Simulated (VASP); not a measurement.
# Be (P6_3/mmc) in VASP: single point with PBE

Aim: the single point of Be with PBE.

Everything below comes from runs of VASP 6.6.1. Logs are shortened: lines on timing, memory, paths and dates and some standing lists are left out, and cuts for length are marked.

## 1. The cell of the first run

Symmetry: P6_3/mmc, No. 194, hexagonal system. Conventional cell: a = 2.290 Å, b = 2.290 Å, c = 3.588 Å, α = 90.00°, β = 90.00°, γ = 120.00°. Within 2.9 Å of Be (site symmetry -6m2) lie 12 Be at 2.23 to 2.29 Å.

## 2. Single point, PBE

INCAR reads:

```
PREC = Accurate
ENCUT = 520
EDIFF = 1E-7
ISMEAR = 0
SIGMA = 0.05
LREAL = F
LASPH = T
NELM = 100
ALGO = Normal
ISIF = 2
LWAVE = F
LCHARG = F
GGA = PE
NBANDS = 9
```

KPOINTS reads:

```
regular mesh
0
Gamma
  16 16 10
```

POSCAR reads:

```
Be
1.0
    2.2899981114      0.0000000000      0.0000000000
   -1.1449990557      1.9831965391      0.0000000000
    0.0000000000      0.0000000000      3.5884270405
Be
2
Direct
    0.3333333333      0.6666666667      0.7500000000
    0.6666666667      0.3333333333      0.2500000000
```

Potentials or basis: VASP PAW PBE potentials, release 64 (Be).

On the command line:

```bash
cat potpaw_PBE.64/Be/POTCAR > POTCAR
mpirun -np 1 vasp_std > vasp.out
```

OUTCAR:

```text
PREC = Accurate
   ENCUT = 520
   EDIFF = 1E-7
   ISMEAR = 0
   LREAL = F
   LASPH = T
   NELM = 100
   ISIF = 2
   GGA = PE

 ion  position               nearest neighbor table
   1  0.333  0.667  0.750-   2 2.23   2 2.23   2 2.23   2 2.23   2 2.23   2 2.23
   2  0.667  0.333  0.250-   1 2.23   1 2.23   1 2.23   1 2.23   1 2.23   1 2.23

  LATTYP: Found a hexagonal cell.
 ALAT       =     2.2899981114
 C/A-ratio  =     1.5670000000

  Lattice vectors:

 A1 = (   2.2899981114,   0.0000000000,   0.0000000000)
 A2 = (  -1.1449990557,   1.9831965391,   0.0000000000)
 A3 = (   0.0000000000,   0.0000000000,   3.5884270405)

Analysis of symmetry for initial positions (statically):
=====================================================================
 Subroutine PRICEL returns:
 Original cell was already a primitive cell.

 Routine SETGRP: Setting up the symmetry group for a
 hexagonal supercell.

 Subroutine GETGRP returns: Found 24 space group operations
 (whereof 12 operations were pure point group operations)
 out of a pool of 24 trial point group operations.

The static configuration has the point symmetry D_3d.
 The point group associated with its full space group is D_6h.

Analysis of symmetry for dynamics (positions and initial velocities):
=====================================================================
 Subroutine PRICEL returns:
 Original cell was already a primitive cell.

 Routine SETGRP: Setting up the symmetry group for a
 hexagonal supercell.

 Subroutine GETGRP returns: Found 24 space group operations
 (whereof 12 operations were pure point group operations)
 out of a pool of 24 trial point group operations.

The dynamic configuration has the point symmetry D_3d.
 The point group associated with its full space group is D_6h.

 Subroutine INISYM returns: Found 24 space group operations
 (whereof 12 operations are pure point group operations),
 and found     1 'primitive' translations

----------------------------------------------------------------------------------------

                                     Primitive cell

  volume of cell :      16.2969

  direct lattice vectors                    reciprocal lattice vectors
     2.289998111  0.000000000  0.000000000     0.436681583  0.252118229  0.000000000
    -1.144999056  1.983196539  0.000000000     0.000000000  0.504236459  0.000000000
     0.000000000  0.000000000  3.588427041     0.000000000  0.000000000  0.278673633

  length of vectors
     2.289998111  2.289998111  3.588427041     0.504236459  0.504236459  0.278673633

  position of ions in fractional coordinates (direct lattice)
     0.333333333  0.666666667  0.750000000
     0.666666667  0.333333333  0.250000000

  ion indices of the primitive-cell ions
   primitive index   ion index
                 1           1
                 2           2

----------------------------------------------------------------------------------------

 KPOINTS: regular mesh

Automatic generation of k-mesh.
 Grid dimensions read from file:
 generate k-points for:   16   16   10

 Generating k-lattice:

  Cartesian coordinates                     Fractional coordinates (reciprocal lattice)
     0.027292599  0.015757389  0.000000000     0.062500000  0.000000000  0.000000000
     0.000000000  0.031514779  0.000000000     0.000000000  0.062500000  0.000000000
     0.000000000  0.000000000  0.027867363     0.000000000  0.000000000  0.100000000

  Length of vectors
     0.031514779  0.031514779  0.027867363

  Shift w.r.t. Gamma in fractional coordinates (k-lattice)
     0.000000000  0.000000000  0.000000000

 Subroutine IBZKPT returns following result:
 ===========================================

 Found    180 irreducible k-points:

 Following reciprocal coordinates:
            Coordinates               Weight
  0.000000  0.000000  0.000000      1.000000
  0.062500  0.000000  0.000000      6.000000
  0.125000  0.000000  0.000000      6.000000
  0.187500  0.000000  0.000000      6.000000
  0.250000  0.000000  0.000000      6.000000
  0.312500 -0.000000  0.000000      6.000000
[... 16 lines left out ...]
  0.187500  0.187500  0.000000      6.000000
  0.250000  0.187500  0.000000     12.000000
 [... further k-points ...]
   k-points           NKPTS =    180   k-points in BZ     NKDIM =    180   number of bands    NBANDS=      9
   number of dos      NEDOS =    301   number of ions     NIONS =      2
   total plane-waves  NPLWV =   9072
   dimension x,y,z NGX =    18 NGY =   18 NGZ =   28
   dimension x,y,z NGXF=    36 NGYF=   36 NGZF=   56
   ions per type =               2
   NGX,Y,Z   is equivalent  to a cutoff of  13.07, 13.07, 12.97 a.u.
   NGXF,Y,Z  is equivalent  to a cutoff of  26.13, 26.13, 25.94 a.u.
 SYSTEM =  unknown system
   PREC   = accura    normal or accurate (medium, high low for compatibility)
   ISTART =      0    job   : 0-new  1-cont  2-samecut
   ICHARG =      2    charge: 1-file 2-atom 10-const
   ISPIN  =      1    spin polarized calculation?
   LNONCOLLINEAR =      F non collinear calculations
   LSORBIT =      F    spin-orbit coupling
   LASPH  =      T    aspherical Exc in radial PAW
   ENCUT  =  520.0 eV  38.22 Ry    6.18 a.u.   4.26  4.26  6.67*2*pi/ulx,y,z
   NELM   =    100;   NELMIN=  2; NELMDL= -5     # of ELM steps
   EDIFF  = 0.1E-06   stopping-criterion for ELM
   LREAL  =      F    real-space projection
   EDIFFG = 0.1E-05   stopping-criterion for IOM
   NSW    =      0    number of steps for IOM
   IBRION =     -1    ionic relax: 0-MD 1-quasi-New 2-CG
   NFREE  =      0    steps in history (QN), initial steepest desc. (CG)
   ISIF   =      2    stress and relaxation
   ISYM   =      2    0-nonsym 1-usesym 2-fastsym
   POTIM  = 0.5000    time-step for ionic-motion
   TEBEG  =    0.0;   TEEND  =   0.0 temperature during run
   PSTRESS=    0.0 pullay stress
   NELECT =       4.0000    total number of electrons
   NUPDOWN=      -1.0000    fix difference up-down
   EMIN   =  10.00;   EMAX   =-10.00  energy-range for DOS
   EFERMI =   0.00;   METHOD = LEGACY
   ISMEAR =     0;   SIGMA  =   0.05  broadening in eV -4-tet -1-fermi 0-gaus
   EFERMI_NEDOS =   21; number of points for ismear=-14 and -15
   IALGO  =     38    algorithm
   IMIX   =      4    mixing-type and parameters
     AMIX     =   0.40;   BMIX     =  1.00
     AMIX_MAG =   1.60;   BMIX_MAG =  1.00
  volume/ion in A,a.u.               =       8.15        54.99
  Fermi-wavevector in a.u.,A,eV,Ry     =   1.025006  1.936981 14.294794  1.050638
  Thomas-Fermi vector in A             =   2.158824
   LORBIT       =      0    0 simple, 1 ext, 2 COOP (PROOUT), +10 PAW based schemes
   GGA     = PE    functional components
   LHFCALC =     F    Hartree Fock is set to
   AEXX    =    0.0000 exact exchange contribution
   IVDW    =     0    specifies the selected vdW correction
   LEPSILON=     F    determine dielectric tensor
   LRPA    =     F    only Hartree local field effects (RPA)
 non-spin polarized calculation
 Gauss-broadening in eV      SIGMA  =   0.05
  energy-cutoff  :      520.00
  volume of cell :       16.30
 maximum number of plane-waves:       462
 NGX is ok and might be reduce to    18
   NGX =  9   NGY =  9   NGZ = 13

 number of electron       4.0000000 magnetization

 Free energy of the ion-electron system (eV)
  ---------------------------------------------------
  ext. energy  EPLUGINS =         0.00000000
  ---------------------------------------------------
  free energy    TOTEN  =        -7.53378435 eV

  energy without entropy =       -7.53353903  energy(sigma->0) =       -7.53366169

 E-fermi :   6.7540     XC(G=0): -10.5066

 val. band max:        6.7401871196   @ k =   0.3125   0.1250   0.0000
 cond. band min:       6.7678346598   @ k =   0.3125   0.3125   0.4000
 fundamental gap:      0.0276475402
 Fermi energy:         6.7539987574

 k-point     1 :       0.0000    0.0000    0.0000
  band No.  band energies     occupation
      1      -4.4051      2.00000
      2       2.4903      2.00000
      3       7.8744      0.00000
      4      22.3043      0.00000
      5      22.3043      0.00000
      6      25.1176      0.00000
      7      25.1176      0.00000
      8      27.2970      0.00000
      9      33.3257      0.00000

 k-point     2 :       0.0625    0.0000    0.0000
  band No.  band energies     occupation
      1      -4.2944      2.00000
      2       2.6339      2.00000
      3       7.9094      0.00000
      4      21.4083      0.00000
      5      21.6449      0.00000
      6      25.1234      0.00000
      7      25.4586      0.00000
      8      27.0789      0.00000
      9      31.6277      0.00000

 k-point     3 :       0.1250    0.0000    0.0000
  band No.  band energies     occupation
      1      -3.9619      2.00000
      2       3.0643      2.00000
      3       8.0046      0.00000
      4      19.3111      0.00000
      5      20.3918      0.00000
      6      25.0262      0.00000
      7      25.7057      0.00000
      8      26.3002      0.00000
      9      29.2322      0.00000

 k-point     4 :       0.1875    0.0000    0.0000
  band No.  band energies     occupation
      1      -3.4074      2.00000
      2       3.7794      2.00000
      3       8.1148      0.00000
      4      16.8580      0.00000
      5      19.1199      0.00000
      6      24.5129      0.00000
      7      24.7022      0.00000
      8      25.4306      0.00000
      9      27.0669      0.00000

 k-point     5 :       0.2500    0.0000    0.0000
  band No.  band energies     occupation
      1      -2.6315      2.00000
      2       4.7751      2.00000
      3       8.0963      0.00000
      4      14.6212      0.00000
      5      18.0006      0.00000
      6      22.3368      0.00000
      7      22.9143      0.00000
      8      24.8643      0.00000
      9      26.1014      0.00000

 k-point     6 :       0.3125   -0.0000    0.0000
  band No.  band energies     occupation
      1      -1.6377      2.00000
      2       6.0424      2.00000
      3       7.5988      0.00000
      4      13.1416      0.00000
      5      17.0972      0.00000
      6      19.6382      0.00000
      7      20.8149      0.00000
      8      24.2648      0.00000
      9      25.8849      0.00000
[... 169 lines left out ...]
 k-point    21 :       0.3750    0.1250    0.0000
  band No.  band energies     occupation
      1       1.2756      2.00000
      2       5.1067      2.00000
      3       9.6453      0.00000
      4      11.8469      0.00000
      5      13.7599      0.00000
      6      14.8568      0.00000
      7      19.2966      0.00000
      8      22.5835      0.00000
      9      24.7498      0.00000

 k-point    22 :       0.4375    0.1250    0.0000
  band No.  band energies     occupation
      1       2.2783      2.00000
      2       3.9720      2.00000
      3      10.7747      0.00000
      4      12.0600      0.00000
      5      13.4209      0.00000
      6      13.4946      0.00000
      7      18.9735      0.00000
      8      22.4912      0.00000
      9      24.5786      0.00000

 k-point    23 :       0.1875    0.1875    0.0000
  band No.  band energies     occupation
      1      -1.4037      2.00000
      2       6.3262      2.00000
      3       8.2349      0.00000
      4      12.1416      0.00000
      5      14.9986      0.00000
      6      20.4517      0.00000
      7      22.2403      0.00000
      8      22.8328      0.00000
      9      25.3145      0.00000

 k-point    24 :       0.2500    0.1875    0.0000
  band No.  band energies     occupation
      1      -0.2915      2.00000
      2       7.7121      0.00000
      3       7.7916      0.00000
      4      10.5267      0.00000
      5      14.2221      0.00000
      6      18.4352      0.00000
      7      21.1164      0.00000
      8      22.2443      0.00000
      9      23.5643      0.00000

 [... further k-points ...]
[... 5 lines left out ...]
  --------------------------------------------------------------------------------------
  -------------------------------------------------------------------------------------
  Total       -0.3495221     -0.3495221     -0.3159138     -0.0000000      0.0000000     -0.0000000
  in kB      -34.3621444    -34.3621444    -31.0580503     -0.0000000      0.0000000     -0.0000000
  external PRESSURE =     -33.2607797 kB  Pullay stress =       0.0000000 kB

 VOLUME and BASIS-vectors are now :
 -----------------------------------------------------------------------------
  energy-cutoff  :      520.00
  volume of cell :       16.30
      direct lattice vectors                 reciprocal lattice vectors
     2.289998111  0.000000000  0.000000000     0.436681583  0.252118229  0.000000000
    -1.144999056  1.983196539  0.000000000     0.000000000  0.504236459  0.000000000
     0.000000000  0.000000000  3.588427041     0.000000000  0.000000000  0.278673633

 POSITION                                       TOTAL-FORCE (eV/Angst)
 -----------------------------------------------------------------------------------
     -0.00000      1.32213      2.69132         0.000000      0.000000      0.000000
      1.14500      0.66107      0.89711        -0.000000     -0.000000      0.000000
 -----------------------------------------------------------------------------------
    total drift:                                0.000000     -0.000000      0.000000

  FREE ENERGIE OF THE ION-ELECTRON SYSTEM (eV)
  ---------------------------------------------------
  free  energy   TOTEN  =        -7.5337843459 eV

  energy  without entropy=       -7.5335390295  energy(sigma->0) =       -7.53366169
```

Run time: 16 s. Hardware: 1 thread of Intel Xeon Platinum 8488C (Sapphire Rapids), shared host; peak memory 0.13 GiB.

What came out:

```
Free energy            : -7.5338 eV
Pressure               : -3.3 GPa
Band gap on the k mesh : zero (band 2 reaches 7.71 eV, above the bottom of band 3 at 6.07 eV)
```

Stress tensor (GPa, compression positive):
```
-3.44  0.00  0.00
 0.00 -3.44  0.00
 0.00  0.00 -3.11
```
